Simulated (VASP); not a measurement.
A run of VASP 6.6.1 is set up as follows.

File INCAR:

```
SYSTEM = Zr8C
PREC = Accurate
ENCUT = 520
EDIFF = 1E-6
ISMEAR = 0
SIGMA = 0.1
LREAL = .False.
LASPH = .True.
NELM = 60
ALGO = Normal
ISIF = 2
LWAVE = .False.
LCHARG = .False.
LDIPOL = .True.
IDIPOL = 3
DIPOL = 0.5 0.5 0.319
GGA = PE
NBANDS = 60
```

The input KPOINTS:

```
regular mesh
0
Gamma
  4 5 1
  0 0 0
```

File POSCAR:

```
Zr8C
1.0
    6.4655797184      0.0000000000      0.0000000000
    0.0000000000      5.1691196971      0.0000000000
    0.0000000000      0.0000000000     18.9770873264
Zr C
8 1
Direct
    0.0000000000      0.7500000000      0.2107805024
    0.5000000000      0.7500000000      0.2107805024
    0.2500000000      0.2500000000      0.2599569661
    0.7500000000      0.2500000000      0.2599569661
    0.2500000000      0.7500000000      0.3477072663
    0.7500000000      0.7500000000      0.3477072663
    0.0000000000      0.2500000000      0.3940060557
    0.5000000000      0.2500000000      0.3940060557
    0.1250000000      0.5000000000      0.4483862715
```

Potentials or basis: VASP PAW PBE potentials, release 64 (Zr_sv, C).

Launch:

```sh
$ cat potpaw_PBE.64/Zr_sv/POTCAR potpaw_PBE.64/C/POTCAR > POTCAR
$ mpirun -np 1 vasp_std > vasp.out
```

Question: What does it give for the band gap on the k mesh?

Answer: Zero (bands 50 and 51 overlap by 0.25 eV).

Question: What does it give for the largest force?

Answer: 4.032 eV/Å.

Forces in eV/Å, atoms in the order of the input:
```
Zr  -0.077 -0.015  0.185
Zr   0.122 -0.134 -0.026
Zr   0.335 -0.103 -0.944
Zr  -0.109  0.016 -0.346
Zr   0.155 -0.944  1.384
Zr   0.044  0.092 -0.182
Zr  -1.726 -2.923 -0.582
Zr  -0.974  0.651  0.450
C    2.229  3.359  0.059
```
